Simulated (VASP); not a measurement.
Crystal: Si2Ni.

```
Si Ni
1.0
     0.00000    2.72317    2.72317
     2.72317    0.00000    2.72317
     2.72317    2.72317    0.00000
Si Ni
2 1
Direct
  0.25000 0.25000 0.25000
  0.75000 0.75000 0.75000
  0.00000 0.00000 0.00000
```

Base run:

- Program: VASP 6.6.1
- Functional: PBE
- Potentials or basis: VASP PAW PBE potentials, release 64 (Si, Ni)
- Cutoff: 520 eV
- k mesh: 14 × 14 × 14
- Occupations: gaussian, width 0.15 eV
- Spin: collinear spin, ferromagnetic start
- Starting moments: [0.0, 0.0, 0.75] μB
- Fixed moment: 0.75 μB

Its results: pressure 2.0 GPa; site moments Si +0.10; Ni +0.35 μB.

The run is repeated on the same cell with these changes: fixed moment from 0.75 μB to 0.375 μB; moments at the start from [0.0, 0.0, 0.75] to [0.0, 0.0, 0.38]. What comes out?

Pressure 0.1 GPa; site moments Si +0.05; Ni +0.19 μB.

Caveats: the total moment is fixed, so each spin has its own Fermi level.
